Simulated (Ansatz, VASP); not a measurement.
One calculation of GaSe5, two programs

```
Ga Se
1.0
     3.71830    0.00000    0.00000
    -1.85915    3.22015    0.00000
     0.00000    0.00000   11.26394
Ga Se
1 5
Cartesian
  0.0000 0.0000 0.0000
  1.8592 1.0734 9.6900
  0.0000 0.0000 7.3980
  1.8592 1.0734 5.6320
  0.0000 0.0000 3.8659
  1.8592 1.0734 1.5739
```

Change from the starting cell: species swapped into the Mg5Cd type (P-6m2, No. 187).

Alike in both runs: functional PBE; k mesh 12 × 12 × 4; occupations gaussian, width 0.1 eV; no spin polarisation.

Ansatz relaxed the structure, and its values are those at the end. VASP's run is a single point on that final structure, the one shown.

|  | VASP | Ansatz |
| --- | --- | --- |
| version | VASP 6.6.1 | Ansatz 0.2.0 |
| potentials or method | VASP PAW PBE potentials, release 64 (Ga_d, Se), cutoff 520 eV | scalar-relativistic, plane waves, PAW |
| valence electrons in the cell | 43 | 93 |

|  | VASP | Ansatz | Ansatz less VASP |
| --- | --- | --- | --- |
| gap on the k mesh at the Fermi level (eV) | none | none | - |
| pressure (GPa) | 0.1 | 0.0 | -0.06 |
| rms of the force components (eV/Å) | 0.006 | 0.000 | -0.0058 |

A gap of «none» marks a metal or a gap that the smearing closes. VASP's potentials hold 43 valence electrons a cell and Ansatz's 93, so a difference there can come from the potentials and not from the codes.
